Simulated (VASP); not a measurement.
Set up this calculation in VASP 6.6.1, as the native input.

| Property | Result |
| --- | --- |
| Task | single point |
| Functional | PBE |
| Dispersion | D3(BJ) |
| Potentials or basis | VASP PAW PBE potentials, release 64 (B, N) |
| Cutoff | 520 eV |
| k mesh | 12 × 12 × 4 |
| Occupations | gaussian, width 0.05 eV |
| Spin | no spin polarisation |
| Dipole correction | no |
| Further INCAR settings | ALGO = Normal; EDIFF = 1e-07; NBANDS = 16 |

The structure of BN lies in POSCAR:

```
BN
1.0
    2.5807394684      0.0000000000      0.0000000000
   -1.2903697342      2.2349859402      0.0000000000
    0.0000000000      0.0000000000      6.3282651765
B N
2 2
Direct
    0.0000000000      0.0000000000      0.5000000000
    0.3333333333      0.6666666667      0.0000000000
    0.0000000000      0.0000000000      0.0000000000
    0.6666666667      0.3333333333      0.5000000000
```

This cell differs from its parent crystal: ratio of the length along z to the lengths across it x 0.92, volume and fractional coordinates fixed.

The input as run:

INCAR

```
PREC = Accurate ; ENCUT = 520
EDIFF = 1E-7 ; ISMEAR = 0
SIGMA = 0.05 ; LREAL = F
LASPH = T ; NELM = 100
ALGO = Normal ; ISIF = 2
LWAVE = F ; LCHARG = F
GGA = PE ; IVDW = 12
NBANDS = 16
```

KPOINTS

```
regular mesh
0
Gamma
  12 12 4
```

Potentials or basis: VASP PAW PBE potentials, release 64 (B, N).

Command:

```console
$ cat potpaw_PBE.64/B/POTCAR potpaw_PBE.64/N/POTCAR > POTCAR
$ mpirun -np 1 vasp_std > vasp.out
```

Results of the run:

```
Pressure                   : -18.9 GPa
Band gap on the k mesh     : 4.09 eV, indirect (least direct gap 4.14 eV)
Dispersion energy per atom : -0.141 eV
```

Run time: 14 s on 1 thread of Intel(R) Xeon(R) 6975P-C (Granite Rapids), with other jobs on the host, peak memory 0.17 GiB.
